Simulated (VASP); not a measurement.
The system is Rb2Mn.

```
Rb Mn
1.0
     0.00000    3.59731    3.59731
     3.59731    0.00000    3.59731
     3.59731    3.59731    0.00000
Rb Mn
2 1
Cartesian
  1.7987 1.7987 1.7987
  5.3960 5.3960 5.3960
  0.0000 0.0000 0.0000
```

- Program: VASP 6.6.1
- Task: relaxation of cell and atoms
- Functional: PBE
- Potentials or basis: VASP PAW PBE potentials, release 64 (Rb_sv, Mn_pv)
- Cutoff: 600 eV
- k mesh: 4 × 4 × 4
- Occupations: gaussian, width 0.1 eV
- Spin: collinear spin, ferromagnetic start
- Starting moments: [0.0, 0.0, 4.21] μB

At the start: pressure 10.7 GPa; volume 31.03 Å³/atom.

Where does the relaxation end?

Over 5 steps the energy falls by 650.6 meV/atom and the volume is 63.61 Å³/atom (+105.0 %); space group Fm-3m (No. 225, to 0.1 Å) before and after; moment 5.05 μB per cell.

Step by step:
| step | energy change (eV) | largest force (eV/Å) | pressure (GPa) | volume (Å³) |
| --- | --- | --- | --- | --- |
| 1 | 0.0000 | 0.0000 | 10.74 | 93.10 |
| 2 | -1.3538 | 0.0000 | 4.10 | 124.04 |
| 3 | -1.8838 | 0.0000 | 0.86 | 162.69 |
| 4 | -1.9430 | 0.0000 | 0.29 | 179.18 |
| 5 | -1.9519 | 0.0000 | -0.03 | 190.84 |

Final structure:
```
Rb Mn
1.0
     0.00000    4.56961    4.56961
     4.56961    0.00000    4.56961
     4.56961    4.56961    0.00000
Rb Mn
2 1
Direct
  0.25000 0.25000 0.25000
  0.75000 0.75000 0.75000
  0.00000 0.00000 0.00000
```

Caveat: the k points lie up to 0.30 Å⁻¹ apart in the final cell; the volume moved by over 15 % at a fixed basis, so the end points are rough.
